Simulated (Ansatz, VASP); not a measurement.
SrCl2 in VASP and in Ansatz

```
CELL_PARAMETERS angstrom
0.00000 3.58824 3.58824
3.58824 0.00000 3.58824
3.58824 3.58824 0.00000
ATOMIC_POSITIONS crystal
Sr 0.00000 0.00000 0.00000
Cl 0.25000 0.25000 0.25000
Cl 0.75000 0.75000 0.75000
```

Alike in both runs: task single point; functional PBE; k mesh 6 × 6 × 6; no spin polarisation.

```csv
,VASP,Ansatz
version,VASP 6.6.1,Ansatz 0.2.0
potentials or method,"VASP PAW PBE potentials, release 64 (Sr_sv, Cl)","plane waves, PAW"
plane-wave cutoff (eV),520,420
occupations,"gaussian, width 0.01 eV",fixed
valence electrons in the cell,24,24
```

VASP gave:

| Property | Result |
| --- | --- |
| gap on the k mesh at the Fermi level (eV) | 5.02 |
| pressure (GPa) | -1.6 |

Question: Estimate Ansatz's values.

Answer: gap on the k mesh at the Fermi level (eV): 5.02; pressure (GPa): -1.7.
